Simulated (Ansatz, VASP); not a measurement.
# Two plane-wave programs on YB

```xyz
2
Lattice="1.8275 1.0551 3.3049 -1.8275 1.0551 3.3049 0.0000 -2.1102 3.3049" Properties=species:S:1:pos:R:3 pbc="T T T"
Y     0.0000    0.0000    4.9574
B     0.0000    0.0000    0.0000
```

Alike in both runs: functional PBE; k mesh 15 × 15 × 15; occupations fermi-dirac, width 0.15 eV; no spin polarisation.

Ansatz relaxed the structure, and its values are those at the end. VASP's run is a single point on that final structure, the one shown.

|  | VASP | Ansatz |
| --- | --- | --- |
| version | VASP 6.6.1 | Ansatz 0.2.0 |
| potentials or method | VASP PAW PBE potentials, release 64 (Y_sv, B), cutoff 520 eV | scalar-relativistic, plane waves, PAW |
| valence electrons in the cell | 14 | 14 |

```csv
,VASP,Ansatz,Ansatz less VASP
gap on the k mesh at the Fermi level (eV),none,none,-
pressure (GPa),-0.1,0.0,+0.11
```

A gap of «none» marks a metal or a gap that the smearing closes.
